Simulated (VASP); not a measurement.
# BN (zincblende type) (F-43m) in VASP: further runs

The runs below take BN (zincblende type) through electric field gradients, with PBE.

Program: VASP 6.6.1. These are calculated values, not measurements. Logs are shortened: lines on timing, memory, paths and dates and some standing lists are left out, and cuts for length are marked.

### 1 The cell of the first run

Symmetry: F-43m, No. 216, cubic system. Conventional cell: a = 3.576 Å, b = 3.576 Å, c = 3.576 Å, α = 90.00°, β = 90.00°, γ = 90.00°. B (site symmetry -43m) has 4 N at 1.55 Å within 2.1 Å. Within 2.1 Å of N (site symmetry -43m) lie 4 B at 1.55 Å.

### 2 Electric field gradients, PBE (volume scaled by 0.96)

INCAR reads:

```
SYSTEM = BN
PREC     = Accurate       ! precision mode
ENCUT    = 520            ! plane-wave cutoff, eV
EDIFF    = 1E-8           ! SCF threshold, eV
ISMEAR   = -1             ! smearing method
SIGMA    = 0.03           ! smearing width, eV
LREAL    = .False.        ! projectors in reciprocal space
LASPH    = .True.         ! aspherical terms in the spheres
NELM     = 60             ! most SCF steps
ALGO     = Normal         ! electronic algorithm
ISIF     = 2              ! what is computed and relaxed
LWAVE    = .False.        ! write WAVECAR
LCHARG   = .False.        ! write CHGCAR
GGA      = PE             ! functional
LEFG     = .True.       
NBANDS   = 11             ! bands
```

KPOINTS reads:

```
regular mesh
0
Gamma
  16 16 16
  0 0 0
```

POSCAR reads:

```
BN
1.0
    0.0000000000      1.7878589098      1.7878589098
    1.7878589098      0.0000000000      1.7878589098
    1.7878589098      1.7878589098      0.0000000000
B N
1 1
Direct
    0.0000000000      0.0000000000      0.0000000000
    0.2500000000      0.2500000000      0.2500000000
```

Potentials or basis: VASP PAW PBE potentials, release 64 (B, N).

Launch:

```
cat potpaw_PBE.64/B/POTCAR potpaw_PBE.64/N/POTCAR > POTCAR
mpirun -np 1 vasp_std > vasp.out
```

OUTCAR:

```text
SYSTEM = BN
   PREC = Accurate
   ENCUT = 520
   EDIFF = 1E-8
   ISMEAR = -1
   LREAL = .False.
   LASPH = .True.
   NELM = 60
   ISIF = 2
   GGA = PE

 ion  position               nearest neighbor table
   1  0.000  0.000  0.000-   2 1.55   2 1.55   2 1.55   2 1.55
   2  0.250  0.250  0.250-   1 1.55   1 1.55   1 1.55   1 1.55

  LATTYP: Found a face centered cubic cell.
 ALAT       =     3.5757178196

  Lattice vectors:

 A1 = (   0.0000000000,   1.7878589098,   1.7878589098)
 A2 = (   1.7878589098,   0.0000000000,   1.7878589098)
 A3 = (   1.7878589098,   1.7878589098,   0.0000000000)

Analysis of symmetry for initial positions (statically):
=====================================================================
 Subroutine PRICEL returns:
 Original cell was already a primitive cell.

 Routine SETGRP: Setting up the symmetry group for a
 face centered cubic supercell.

 Subroutine GETGRP returns: Found 24 space group operations
 (whereof 24 operations were pure point group operations)
 out of a pool of 48 trial point group operations.

The static configuration has the point symmetry T_d .

Analysis of symmetry for dynamics (positions and initial velocities):
=====================================================================
 Subroutine PRICEL returns:
 Original cell was already a primitive cell.

 Routine SETGRP: Setting up the symmetry group for a
 face centered cubic supercell.

 Subroutine GETGRP returns: Found 24 space group operations
 (whereof 24 operations were pure point group operations)
 out of a pool of 48 trial point group operations.

The dynamic configuration has the point symmetry T_d .

 Subroutine INISYM returns: Found 24 space group operations
 (whereof 24 operations are pure point group operations),
 and found     1 'primitive' translations

----------------------------------------------------------------------------------------

                                     Primitive cell

  volume of cell :      11.4296

  direct lattice vectors                    reciprocal lattice vectors
     0.000000000  1.787858910  1.787858910    -0.279664126  0.279664126  0.279664126
     1.787858910  0.000000000  1.787858910     0.279664126 -0.279664126  0.279664126
     1.787858910  1.787858910  0.000000000     0.279664126  0.279664126 -0.279664126

  length of vectors
     2.528414318  2.528414318  2.528414318     0.484392476  0.484392476  0.484392476

  position of ions in fractional coordinates (direct lattice)
     0.000000000  0.000000000  0.000000000
     0.250000000  0.250000000  0.250000000

  ion indices of the primitive-cell ions
   primitive index   ion index
                 1           1
                 2           2

----------------------------------------------------------------------------------------

 KPOINTS: regular mesh

Automatic generation of k-mesh.
 Grid dimensions read from file:
 generate k-points for:   16   16   16

 Generating k-lattice:

  Cartesian coordinates                     Fractional coordinates (reciprocal lattice)
    -0.017479008  0.017479008  0.017479008     0.062500000  0.000000000  0.000000000
     0.017479008 -0.017479008  0.017479008     0.000000000  0.062500000  0.000000000
     0.017479008  0.017479008 -0.017479008     0.000000000  0.000000000  0.062500000

  Length of vectors
     0.030274530  0.030274530  0.030274530

  Shift w.r.t. Gamma in fractional coordinates (k-lattice)
     0.000000000  0.000000000  0.000000000

 Subroutine IBZKPT returns following result:
 ===========================================

 Found    145 irreducible k-points:

 Following reciprocal coordinates:
            Coordinates               Weight
  0.000000  0.000000  0.000000      1.000000
  0.062500  0.000000  0.000000      8.000000
  0.125000  0.000000  0.000000      8.000000
  0.187500  0.000000  0.000000      8.000000
  0.250000  0.000000  0.000000      8.000000
  0.312500  0.000000  0.000000      8.000000
[... 16 lines left out ...]
 -0.125000  0.062500  0.000000     24.000000
 -0.062500  0.062500  0.000000     12.000000
 [... further k-points ...]
   k-points           NKPTS =    145   k-points in BZ     NKDIM =    145   number of bands    NBANDS=     11
   number of dos      NEDOS =    301   number of ions     NIONS =      2
   total plane-waves  NPLWV =   8000
   dimension x,y,z NGX =    20 NGY =   20 NGZ =   20
   dimension x,y,z NGXF=    40 NGYF=   40 NGZF=   40
   ions per type =               1   1
   NGX,Y,Z   is equivalent  to a cutoff of  13.15, 13.15, 13.15 a.u.
   NGXF,Y,Z  is equivalent  to a cutoff of  26.30, 26.30, 26.30 a.u.
 SYSTEM =  BN
   PREC   = accura    normal or accurate (medium, high low for compatibility)
   ISTART =      0    job   : 0-new  1-cont  2-samecut
   ICHARG =      2    charge: 1-file 2-atom 10-const
   ISPIN  =      1    spin polarized calculation?
   LNONCOLLINEAR =      F non collinear calculations
   LSORBIT =      F    spin-orbit coupling
   LASPH  =      T    aspherical Exc in radial PAW
   ENCUT  =  520.0 eV  38.22 Ry    6.18 a.u.   4.70  4.70  4.70*2*pi/ulx,y,z
   NELM   =     60;   NELMIN=  2; NELMDL= -5     # of ELM steps
   EDIFF  = 0.1E-07   stopping-criterion for ELM
   LREAL  =      F    real-space projection
   EDIFFG = 0.1E-06   stopping-criterion for IOM
   NSW    =      0    number of steps for IOM
   IBRION =     -1    ionic relax: 0-MD 1-quasi-New 2-CG
   NFREE  =      0    steps in history (QN), initial steepest desc. (CG)
   ISIF   =      2    stress and relaxation
   ISYM   =      2    0-nonsym 1-usesym 2-fastsym
   POTIM  = 0.5000    time-step for ionic-motion
   TEBEG  =    0.0;   TEEND  =   0.0 temperature during run
   PSTRESS=    0.0 pullay stress
   NELECT =       8.0000    total number of electrons
   NUPDOWN=      -1.0000    fix difference up-down
   EMIN   =  10.00;   EMAX   =-10.00  energy-range for DOS
   EFERMI =   0.00;   METHOD = LEGACY
   ISMEAR =    -1;   SIGMA  =   0.03  broadening in eV -4-tet -1-fermi 0-gaus
   EFERMI_NEDOS =   21; number of points for ismear=-14 and -15
   IALGO  =     38    algorithm
   IMIX   =      4    mixing-type and parameters
     AMIX     =   0.40;   BMIX     =  1.00
     AMIX_MAG =   1.60;   BMIX_MAG =  1.00
  volume/ion in A,a.u.               =       5.71        38.57
  Fermi-wavevector in a.u.,A,eV,Ry     =   1.453544  2.746800 28.746264  2.112791
  Thomas-Fermi vector in A             =   2.570798
   LORBIT       =      0    0 simple, 1 ext, 2 COOP (PROOUT), +10 PAW based schemes
   GGA     = PE    functional components
   LHFCALC =     F    Hartree Fock is set to
   AEXX    =    0.0000 exact exchange contribution
   IVDW    =     0    specifies the selected vdW correction
   LEPSILON=     F    determine dielectric tensor
   LRPA    =     F    only Hartree local field effects (RPA)
 non-spin polarized calculation
  energy-cutoff  :      520.00
  volume of cell :       11.43
 maximum number of plane-waves:       331
   NGX =  9   NGY =  9   NGZ =  9

 number of electron       7.9999998 magnetization

 Free energy of the ion-electron system (eV)
  ---------------------------------------------------
  ext. energy  EPLUGINS =         0.00000000
  ---------------------------------------------------
  free energy    TOTEN  =       -17.42577862 eV

  energy without entropy =      -17.42577862  energy(sigma->0) =      -17.42577862

 E-fermi :   8.3793     XC(G=0): -12.9847

 val. band max:        7.8119674376   @ k =   0.0000   0.0000   0.0000
 cond. band min:      12.3054210237   @ k =   0.5000   0.5000   0.0000
 fundamental gap:      4.4934535861
 Fermi energy:         8.3792750271

 k-point     1 :       0.0000    0.0000    0.0000
  band No.  band energies     occupation
      1     -12.7964      2.00000
      2       7.8120      2.00000
      3       7.8120      2.00000
      4       7.8120      2.00000
      5      16.7881      0.00000
      6      16.7881      0.00000
      7      16.7881      0.00000
      8      18.6999      0.00000
      9      33.1863      0.00000
     10      35.9833      0.00000
     11      35.9833      0.00000

 k-point     2 :       0.0625    0.0000    0.0000
  band No.  band energies     occupation
      1     -12.6985      2.00000
      2       7.2679      2.00000
      3       7.7040      2.00000
      4       7.7040      2.00000
      5      16.9481      0.00000
      6      16.9529      0.00000
      7      16.9529      0.00000
      8      19.0071      0.00000
      9      33.0240      0.00000
     10      34.2692      0.00000
     11      34.2692      0.00000

 k-point     3 :       0.1250    0.0000    0.0000
  band No.  band energies     occupation
      1     -12.4071      2.00000
      2       5.8939      2.00000
      3       7.4179      2.00000
      4       7.4179      2.00000
      5      17.2451      0.00000
      6      17.3798      0.00000
      7      17.3798      0.00000
      8      19.8356      0.00000
      9      32.5923      0.00000
     10      32.7849      0.00000
     11      32.7849      0.00000
[... 267 lines left out ...]
 k-point    23 :      -0.1250    0.0625    0.0000
  band No.  band energies     occupation
      1     -12.1824      2.00000
      2       5.2672      2.00000
      3       6.6284      2.00000
      4       7.5108      2.00000
      5      17.3493      0.00000
      6      17.4029      0.00000
      7      18.0700      0.00000
      8      20.2989      0.00000
      9      31.1754      0.00000
     10      31.4698      0.00000
     11      34.4970      0.00000

 k-point    24 :      -0.0625    0.0625    0.0000
  band No.  band energies     occupation
      1     -12.5363      2.00000
      2       6.6623      2.00000
      3       7.1528      2.00000
      4       7.7137      2.00000
      5      17.0049      0.00000
      6      17.0555      0.00000
      7      17.5201      0.00000
      8      19.4615      0.00000
      9      32.3454      0.00000
     10      32.4643      0.00000
     11      34.6851      0.00000

 [... further k-points ...]

------------------------ aborting loop because EDIFF is reached ----------------------------------------

  FORCE on cell =-STRESS in cart. coord.  units (eV):
  Direction    XX          YY          ZZ          XY          YZ          ZX
  --------------------------------------------------------------------------------------
  -------------------------------------------------------------------------------------
  Total        1.1919411      1.1919411      1.1919411      0.0000000     -0.0000000      0.0000000
  in kB      167.0843055    167.0843055    167.0843055      0.0000000     -0.0000000      0.0000000
  external PRESSURE =     167.0843055 kB  Pullay stress =       0.0000000 kB

 VOLUME and BASIS-vectors are now :
 -----------------------------------------------------------------------------
  energy-cutoff  :      520.00
  volume of cell :       11.43
      direct lattice vectors                 reciprocal lattice vectors
     0.000000000  1.787858910  1.787858910    -0.279664126  0.279664126  0.279664126
     1.787858910  0.000000000  1.787858910     0.279664126 -0.279664126  0.279664126
     1.787858910  1.787858910  0.000000000     0.279664126  0.279664126 -0.279664126

 POSITION                                       TOTAL-FORCE (eV/Angst)
 -----------------------------------------------------------------------------------
      0.00000      0.00000      0.00000         0.000000     -0.000000     -0.000000
      0.89393      0.89393      0.89393        -0.000000      0.000000      0.000000
 -----------------------------------------------------------------------------------
    total drift:                                0.000000      0.000000      0.000000

  FREE ENERGIE OF THE ION-ELECTRON SYSTEM (eV)
  ---------------------------------------------------
  free  energy   TOTEN  =       -17.4257786206 eV

  energy  without entropy=      -17.4257786206  energy(sigma->0) =      -17.42577862

 Electric field gradients (V/A^2)
---------------------------------------------------------------------
 ion       V_xx      V_yy      V_zz      V_xy      V_xz      V_yz
---------------------------------------------------------------------
   1       0.000     0.000     0.000    -0.000    -0.000    -0.000
   2       0.000    -0.000     0.000    -0.001    -0.001    -0.001
---------------------------------------------------------------------

 Electric field gradients after diagonalization (V/A^2)
 (convention: |V_zz| > |V_xx| > |V_yy|)
----------------------------------------------------------------------
 ion       V_xx      V_yy      V_zz     asymmetry (V_yy - V_xx)/ V_zz
----------------------------------------------------------------------
   1       0.000     0.000    -0.000       0.000
   2       0.001     0.001    -0.001       0.000
----------------------------------------------------------------------

           NMR quadrupolar parameters

 Cq : quadrupolar parameter    Cq=e*Q*V_zz/h
 eta: asymmetry parameters     (V_yy - V_xx)/ V_zz
 Q  : nuclear electric quadrupole moment in mb (millibarn)
----------------------------------------------------------------------
 ion       Cq(MHz)       eta       Q (mb)
----------------------------------------------------------------------
   1      -0.000       0.000       1.000
   2      -0.000       0.000       1.000
----------------------------------------------------------------------
```

Wall time 14 s (1 thread of Intel Xeon Platinum 8488C (Sapphire Rapids), shared host); peak memory 0.13 GiB.

Results:

| Item | Value |
| --- | --- |
| Free energy | -17.4258 eV |
| Pressure | 16.7 GPa |
| Band gap on the k mesh | 4.49 eV, indirect (least direct gap 8.98 eV) |

Levels at points of the mesh, in eV from the valence-band top:
```
           k point  band 1  band 2  band 3  band 4  band 5  band 6  band 7  band 8
(0.00, 0.00, 0.00)  -20.61    0.00    0.00    0.00    8.98    8.98    8.98   10.89
(0.50, 0.00, 0.00)  -16.23  -11.00   -2.00   -2.00   10.58   10.89   10.89   15.60
(0.50, 0.50, 0.00)  -14.82   -9.13   -5.07   -5.07    4.49    9.42   18.43   18.43
```

Caveat: without QUAD_EFG the Cq values of the log hold for a quadrupole moment of 1 mb, not for the nuclei. A k mesh can miss the band edges.

[end of part 1 of 3]
